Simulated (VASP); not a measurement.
# NaI (Fm-3m) in VASP: single point with PBEsol

Aim: the single point of NaI with PBEsol.

Everything below comes from runs of VASP 6.6.1. Logs are shortened: lines on timing, memory, paths and dates and some standing lists are left out, and cuts for length are marked.

**1. The cell of the first run**

The structure is cubic, space group Fm-3m (No. 225). Conventional cell: a = 6.473 Å, b = 6.473 Å, c = 6.473 Å, α = 90.00°, β = 90.00°, γ = 90.00°. Na (site symmetry m-3m) has 6 I at 3.24 Å within 4.3 Å. Within 4.3 Å of I (site symmetry m-3m) lie 6 Na at 3.24 Å.

**2. Single point, PBEsol**

INCAR

```
SYSTEM = NaI
PREC = Accurate
ENCUT = 520
EDIFF = 1E-7
ISMEAR = 0
SIGMA = 0.05
LREAL = .FALSE.
LASPH = .TRUE.
NELM = 80
ALGO = Normal
ISIF = 2
LWAVE = .FALSE.
LCHARG = .TRUE.
GGA = PS
LELF = .TRUE.
LVHAR = .TRUE.
NBANDS = 14
```

KPOINTS

```
Automatic mesh
0
G
  6 6 6
  0 0 0
```

POSCAR

```
NaI
1.0
    0.0000000000      3.2364000000      3.2364000000
    3.2364000000      0.0000000000      3.2364000000
    3.2364000000      3.2364000000      0.0000000000
Na I
1 1
Direct
    0.0000000000      0.0000000000      0.0000000000
    0.5000000000      0.5000000000      0.5000000000
```

Potentials or basis: VASP PAW PBE potentials, release 64 (Na_pv, I).

Command:

```bash
> cat potpaw_PBE.64/Na_pv/POTCAR potpaw_PBE.64/I/POTCAR > POTCAR
> mpirun -np 1 vasp_std > vasp.out
```

OUTCAR:

```text
SYSTEM = NaI
   PREC = Accurate
   ENCUT = 520
   EDIFF = 1E-7
   ISMEAR = 0
   LREAL = .FALSE.
   LASPH = .TRUE.
   NELM = 80
   ISIF = 2
   GGA = PS

 ion  position               nearest neighbor table
   1  0.000  0.000  0.000-
   2  0.500  0.500  0.500-

  LATTYP: Found a face centered cubic cell.
 ALAT       =     6.4728000000

  Lattice vectors:

 A1 = (   0.0000000000,   3.2364000000,   3.2364000000)
 A2 = (   3.2364000000,   0.0000000000,   3.2364000000)
 A3 = (   3.2364000000,   3.2364000000,   0.0000000000)

Analysis of symmetry for initial positions (statically):
=====================================================================
 Subroutine PRICEL returns:
 Original cell was already a primitive cell.

 Routine SETGRP: Setting up the symmetry group for a
 face centered cubic supercell.

 Subroutine GETGRP returns: Found 48 space group operations
 (whereof 48 operations were pure point group operations)
 out of a pool of 48 trial point group operations.

The static configuration has the point symmetry O_h .

Analysis of symmetry for dynamics (positions and initial velocities):
=====================================================================
 Subroutine PRICEL returns:
 Original cell was already a primitive cell.

 Routine SETGRP: Setting up the symmetry group for a
 face centered cubic supercell.

 Subroutine GETGRP returns: Found 48 space group operations
 (whereof 48 operations were pure point group operations)
 out of a pool of 48 trial point group operations.

The dynamic configuration has the point symmetry O_h .

 Subroutine INISYM returns: Found 48 space group operations
 (whereof 48 operations are pure point group operations),
 and found     1 'primitive' translations

----------------------------------------------------------------------------------------

                                     Primitive cell

  volume of cell :      67.7980

  direct lattice vectors                    reciprocal lattice vectors
     0.000000000  3.236400000  3.236400000    -0.154492646  0.154492646  0.154492646
     3.236400000  0.000000000  3.236400000     0.154492646 -0.154492646  0.154492646
     3.236400000  3.236400000  0.000000000     0.154492646  0.154492646 -0.154492646

  length of vectors
     4.576960773  4.576960773  4.576960773     0.267589113  0.267589113  0.267589113

  position of ions in fractional coordinates (direct lattice)
     0.000000000  0.000000000  0.000000000
     0.500000000  0.500000000  0.500000000

  ion indices of the primitive-cell ions
   primitive index   ion index
                 1           1
                 2           2

----------------------------------------------------------------------------------------

 KPOINTS: Automatic mesh

Automatic generation of k-mesh.
 Grid dimensions read from file:
 generate k-points for:    6    6    6

 Generating k-lattice:

  Cartesian coordinates                     Fractional coordinates (reciprocal lattice)
    -0.025748774  0.025748774  0.025748774     0.166666667  0.000000000  0.000000000
     0.025748774 -0.025748774  0.025748774     0.000000000  0.166666667  0.000000000
     0.025748774  0.025748774 -0.025748774     0.000000000  0.000000000  0.166666667

  Length of vectors
     0.044598185  0.044598185  0.044598185

  Shift w.r.t. Gamma in fractional coordinates (k-lattice)
     0.000000000  0.000000000  0.000000000

 Subroutine IBZKPT returns following result:
 ===========================================

 Found     16 irreducible k-points:

 Following reciprocal coordinates:
            Coordinates               Weight
  0.000000  0.000000  0.000000      1.000000
  0.166667  0.000000  0.000000      8.000000
  0.333333  0.000000  0.000000      8.000000
  0.500000  0.000000  0.000000      4.000000
  0.166667  0.166667  0.000000      6.000000
  0.333333  0.166667  0.000000     24.000000
[... 8 lines left out ...]
 -0.333333  0.333333  0.166667     24.000000
 -0.333333  0.500000  0.166667     12.000000
   k-points           NKPTS =     16   k-points in BZ     NKDIM =     16   number of bands    NBANDS=     14
   number of dos      NEDOS =    301   number of ions     NIONS =      2
   total plane-waves  NPLWV =  46656
   dimension x,y,z NGX =    36 NGY =   36 NGZ =   36
   dimension x,y,z NGXF=    72 NGYF=   72 NGZF=   72
   ions per type =               1   1
   NGX,Y,Z   is equivalent  to a cutoff of  13.08, 13.08, 13.08 a.u.
   NGXF,Y,Z  is equivalent  to a cutoff of  26.15, 26.15, 26.15 a.u.
 SYSTEM =  NaI
   PREC   = accura    normal or accurate (medium, high low for compatibility)
   ISTART =      0    job   : 0-new  1-cont  2-samecut
   ICHARG =      2    charge: 1-file 2-atom 10-const
   ISPIN  =      1    spin polarized calculation?
   LNONCOLLINEAR =      F non collinear calculations
   LSORBIT =      F    spin-orbit coupling
   LASPH  =      T    aspherical Exc in radial PAW
   ENCUT  =  520.0 eV  38.22 Ry    6.18 a.u.   8.51  8.51  8.51*2*pi/ulx,y,z
   NELM   =     80;   NELMIN=  2; NELMDL= -5     # of ELM steps
   EDIFF  = 0.1E-06   stopping-criterion for ELM
   LREAL  =      F    real-space projection
   EDIFFG = 0.1E-05   stopping-criterion for IOM
   NSW    =      0    number of steps for IOM
   IBRION =     -1    ionic relax: 0-MD 1-quasi-New 2-CG
   NFREE  =      0    steps in history (QN), initial steepest desc. (CG)
   ISIF   =      2    stress and relaxation
   ISYM   =      2    0-nonsym 1-usesym 2-fastsym
   POTIM  = 0.5000    time-step for ionic-motion
   TEBEG  =    0.0;   TEEND  =   0.0 temperature during run
   PSTRESS=    0.0 pullay stress
   NELECT =      14.0000    total number of electrons
   NUPDOWN=      -1.0000    fix difference up-down
   EMIN   =  10.00;   EMAX   =-10.00  energy-range for DOS
   EFERMI =   0.00;   METHOD = LEGACY
   ISMEAR =     0;   SIGMA  =   0.05  broadening in eV -4-tet -1-fermi 0-gaus
   EFERMI_NEDOS =   21; number of points for ismear=-14 and -15
   IALGO  =     38    algorithm
   IMIX   =      4    mixing-type and parameters
     AMIX     =   0.40;   BMIX     =  1.00
     AMIX_MAG =   1.60;   BMIX_MAG =  1.00
  volume/ion in A,a.u.               =      33.90       228.76
  Fermi-wavevector in a.u.,A,eV,Ry     =   0.967636  1.828567 12.739397  0.936319
  Thomas-Fermi vector in A             =   2.097538
   LORBIT       =      0    0 simple, 1 ext, 2 COOP (PROOUT), +10 PAW based schemes
   GGA     = PS    functional components
   LHFCALC =     F    Hartree Fock is set to
   AEXX    =    0.0000 exact exchange contribution
   IVDW    =     0    specifies the selected vdW correction
   LEPSILON=     F    determine dielectric tensor
   LRPA    =     F    only Hartree local field effects (RPA)
 non-spin polarized calculation
 Gauss-broadening in eV      SIGMA  =   0.05
  energy-cutoff  :      520.00
  volume of cell :       67.80
 maximum number of plane-waves:      1853
 NGX is ok and might be reduce to    36
   NGX = 17   NGY = 17   NGZ = 17

 number of electron      13.9999993 magnetization

 Free energy of the ion-electron system (eV)
  ---------------------------------------------------
  ext. energy  EPLUGINS =         0.00000000
  ---------------------------------------------------
  free energy    TOTEN  =        -5.66668968 eV

  energy without entropy =       -5.66668968  energy(sigma->0) =       -5.66668968

 E-fermi :   0.9661     XC(G=0):  -7.8448

 val. band max:        0.7178000940   @ k =   0.0000   0.0000   0.0000
 cond. band min:       4.2236251653   @ k =   0.0000   0.0000   0.0000
 fundamental gap:      3.5058250713
 Fermi energy:         0.9660675872

 k-point     1 :       0.0000    0.0000    0.0000
  band No.  band energies     occupation
      1     -21.5277      2.00000
      2     -21.5277      2.00000
      3     -21.5277      2.00000
      4     -10.3390      2.00000
      5       0.7178      2.00000
      6       0.7178      2.00000
      7       0.7178      2.00000
      8       4.2236      0.00000
      9       8.5632      0.00000
     10       8.5632      0.00000
     11       8.5632      0.00000
     12      10.4343      0.00000
     13      10.4343      0.00000
     14      10.9540      0.00000

 k-point     2 :       0.1667    0.0000    0.0000
  band No.  band energies     occupation
      1     -21.5291      2.00000
      2     -21.5278      2.00000
      3     -21.5278      2.00000
      4     -10.2645      2.00000
      5      -0.0345      2.00000
      6       0.6414      2.00000
      7       0.6414      2.00000
      8       5.0463      0.00000
      9       8.0564      0.00000
     10       8.7568      0.00000
     11       8.7568      0.00000
     12       9.9055      0.00000
     13       9.9055      0.00000
     14      11.4265      0.00000

 k-point     3 :       0.3333    0.0000    0.0000
  band No.  band energies     occupation
      1     -21.5319      2.00000
      2     -21.5280      2.00000
      3     -21.5280      2.00000
      4     -10.1066      2.00000
      5      -1.0768      2.00000
      6       0.4988      2.00000
      7       0.4988      2.00000
      8       5.6813      0.00000
      9       8.3470      0.00000
     10       8.3470      0.00000
     11       8.6282      0.00000
     12      10.7585      0.00000
     13      10.9365      0.00000
     14      10.9365      0.00000
[... 188 lines left out ...]
 k-point    15 :      -0.3333    0.3333    0.1667
  band No.  band energies     occupation
      1     -21.5316      2.00000
      2     -21.5300      2.00000
      3     -21.5289      2.00000
      4      -9.9585      2.00000
      5      -1.0308      2.00000
      6      -0.4779      2.00000
      7       0.0607      2.00000
      8       6.6932      0.00000
      9       7.2380      0.00000
     10       8.4775      0.00000
     11       9.1414      0.00000
     12      11.0571      0.00000
     13      12.3868      0.00000
     14      13.6243      0.00000

 k-point    16 :      -0.3333    0.5000    0.1667
  band No.  band energies     occupation
      1     -21.5313      2.00000
      2     -21.5300      2.00000
      3     -21.5296      2.00000
      4      -9.9387      2.00000
      5      -0.9843      2.00000
      6      -0.4085      2.00000
      7      -0.1843      2.00000
      8       6.0289      0.00000
      9       7.0936      0.00000
     10       9.1562      0.00000
     11       9.2606      0.00000
     12      12.2185      0.00000
     13      13.0782      0.00000
     14      13.3056      0.00000

------------------------ aborting loop because EDIFF is reached ----------------------------------------

  FORCE on cell =-STRESS in cart. coord.  units (eV):
  Direction    XX          YY          ZZ          XY          YZ          ZX
  --------------------------------------------------------------------------------------
  -------------------------------------------------------------------------------------
  Total       -0.2024216     -0.2024216     -0.2024216      0.0000000      0.0000000      0.0000000
  in kB       -4.7835561     -4.7835561     -4.7835561      0.0000000      0.0000000      0.0000000
  external PRESSURE =      -4.7835561 kB  Pullay stress =       0.0000000 kB

 VOLUME and BASIS-vectors are now :
 -----------------------------------------------------------------------------
  energy-cutoff  :      520.00
  volume of cell :       67.80
      direct lattice vectors                 reciprocal lattice vectors
     0.000000000  3.236400000  3.236400000    -0.154492646  0.154492646  0.154492646
     3.236400000  0.000000000  3.236400000     0.154492646 -0.154492646  0.154492646
     3.236400000  3.236400000  0.000000000     0.154492646  0.154492646 -0.154492646

 POSITION                                       TOTAL-FORCE (eV/Angst)
 -----------------------------------------------------------------------------------
      0.00000      0.00000      0.00000        -0.000000      0.000000     -0.000000
      3.23640      3.23640      3.23640         0.000000     -0.000000      0.000000
 -----------------------------------------------------------------------------------
    total drift:                                0.000000      0.000000      0.000000

  FREE ENERGIE OF THE ION-ELECTRON SYSTEM (eV)
  ---------------------------------------------------
  free  energy   TOTEN  =        -5.6666896788 eV

  energy  without entropy=       -5.6666896788  energy(sigma->0) =       -5.66668968
```

Run time: 9.7 s. Hardware: 1 thread of AMD EPYC 9R45 (Zen 5), shared host; peak memory 0.18 GiB.

What came out:

- Free energy: -5.6667 eV
- Pressure: -0.5 GPa
- Band gap on the k mesh: 3.51 eV, direct

Caveat: the PAW data sets were made with another functional, which shifts forces and pressure a little; spin-orbit coupling is left out, which moves the levels of the heavy elements.
